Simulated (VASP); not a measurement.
A run of VASP 6.6.1 is set up as follows.

Contents of INCAR:

```
PREC = Accurate ; ENCUT = 520
EDIFF = 1E-6 ; ISMEAR = -1
SIGMA = 0.0145 ; LREAL = False
LASPH = True ; NELM = 100
ALGO = Normal ; ISIF = 2
LWAVE = False ; LCHARG = False
GGA = PE ; NBANDS = 48
```

Contents of KPOINTS:

```
regular mesh
0
Gamma
  3 3 3
```

Contents of POSCAR:

```
Rb2FeCl6F
1.0
    0.0000000000      4.8105080000      4.8105080000
    4.8105080000      0.0000000000      4.8105080000
    4.8105080000      4.8105080000      0.0000000000
Fe Cl Rb F
1 6 2 1
Direct
    0.0000000000      0.0000000000      0.0000000000
    0.7843000000      0.2157000000      0.2157000000
    0.2157000000      0.7843000000      0.2157000000
    0.2157000000      0.7843000000      0.7843000000
    0.7843000000      0.2157000000      0.7843000000
    0.2157000000      0.2157000000      0.7843000000
    0.7843000000      0.7843000000      0.2157000000
    0.2500000000      0.2500000000      0.2500000000
    0.7500000000      0.7500000000      0.7500000000
    0.5000000000      0.5000000000      0.5000000000
```

Potentials or basis: VASP PAW PBE potentials, release 64 (Fe, Cl, Rb_sv, F).

Command:

```console
$ cat potpaw_PBE.64/Fe/POTCAR potpaw_PBE.64/Cl/POTCAR potpaw_PBE.64/Rb_sv/POTCAR potpaw_PBE.64/F/POTCAR > POTCAR
$ mpirun -np 1 vasp_std > vasp.out
```

Task: Estimate the pressure.

Result: 11.0 GPa.

Task: What does it give for the band gap on the k mesh?

Result: Zero (an odd number of electrons rules out a gap without spin polarisation).

Forces on the atoms (eV/Å):
```
Fe   0.000  0.000  0.000
Cl   3.119  0.000  0.000
Cl   0.000  3.119  0.000
Cl  -3.119  0.000  0.000
Cl   0.000 -3.119  0.000
Cl   0.000  0.000  3.119
Cl   0.000  0.000 -3.119
Rb   0.000  0.000  0.000
Rb   0.000  0.000  0.000
F    0.000  0.000  0.000
```

Caveat: the k points lie up to 0.38 Å⁻¹ apart, too coarse for converged energies and pressures of a metal; an odd number of electrons without spin polarisation forces a metal; a magnetic or distorted state may lie lower; the run has no spin polarisation, though such a crystal can be magnetic; semilocal functionals often make such compounds metallic where correlation or magnetic order opens a gap, which also shifts bond lengths. With open d or f shells a metallic result of PBE can be an artefact of self-interaction; +U or a hybrid may open a gap.
